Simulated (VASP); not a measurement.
Here is a VASP 6.6.1 calculation.

File INCAR:

```
SYSTEM = SnO
ALGO = Normal
EDIFF = 1E-6
ENCUT = 520
GGA = PS
ISIF = 2
ISMEAR = 0
LASPH = .True.
LCHARG = .False.
LREAL = .False.
LWAVE = .False.
NBANDS = 28
NELM = 80
PREC = Accurate
SIGMA = 0.1
```

File KPOINTS:

```
k-points
0
Gamma
  12 12 10
  0 0 0
```

Contents of POSCAR:

```
SnO
1.0
    3.7913665651      0.0000000000      0.0000000000
    0.0000000000      3.7913665651      0.0000000000
    0.0000000000      0.0000000000      4.6573185459
Sn O
2 2
Direct
    0.0000000000      0.5000000000      0.2475288530
    0.5000000000      0.0000000000      0.7524711470
    0.5000000000      0.5000000000      0.0000000000
    0.0000000000      0.0000000000      0.0000000000
```

Potentials or basis: VASP PAW PBE potentials, release 64 (Sn_d, O).

Launch:

```sh
$ cat potpaw_PBE.64/Sn_d/POTCAR potpaw_PBE.64/O/POTCAR > POTCAR
$ mpirun -np 1 vasp_std > vasp.out
```

Question: What does it give for the band gap on the k mesh?

Answer: Zero (band 20 reaches 7.58 eV, above the bottom of band 21 at 7.31 eV).

Question: Estimate the pressure.

Answer: 1.2 GPa.

Question: Predict the largest force.

Answer: 0.085 eV/Å.

Forces in eV/Å, atoms in the order of the input:
```
Sn   0.000  0.000  0.085
Sn   0.000  0.000 -0.085
O    0.000  0.000  0.000
O    0.000  0.000  0.000
```

Caveat: the PAW data sets were made with another functional, which shifts forces and pressure a little; spin-orbit coupling is left out, which moves the levels of the heavy elements.
